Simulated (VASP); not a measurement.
ZrC, 4 atoms in the cell. The structure is hexagonal, space group P6_3/mmc (No. 194). Conventional cell: a = 3.391 Å, b = 3.391 Å, c = 5.306 Å, α = 90.00°, β = 90.00°, γ = 120.00°. Within 3.1 Å of Zr (site symmetry -6m2) lie 6 C at 2.36 Å. C (site symmetry -3m) has 6 Zr at 2.36 Å and 2 C at 2.65 Å within 3.1 Å.  This cell differs from its parent crystal: volume scaled by 1.040.

- Program: VASP 6.6.1
- Task: single point
- Functional: PBEsol
- Potentials or basis: VASP PAW PBE potentials, release 64 (Zr_sv, C)
- Cutoff: 520 eV
- k mesh: 10 × 10 × 6
- Occupations: gaussian, width 0.05 eV
- Spin: no spin polarisation
- Dipole correction: no
- Further INCAR settings: ALGO = Normal; EDIFF = 1e-06; NBANDS = 24

Potentials or basis: VASP PAW PBE potentials, release 64 (Zr_sv, C).

The run is started by

```sh
$ cat potpaw_PBE.64/Zr_sv/POTCAR potpaw_PBE.64/C/POTCAR > POTCAR
$ mpirun -np 1 vasp_std > vasp.out
```

Hardware: 1 thread of AMD EPYC 9R45 (Zen 5), with other jobs on the host.

Problem. How long does it take, and how much memory?

Solution. It took 78 s on 1 thread of AMD EPYC 9R45 (Zen 5), with other jobs on the host, peak memory 0.17 GiB. Counts: scf iterations 14, k points 56.
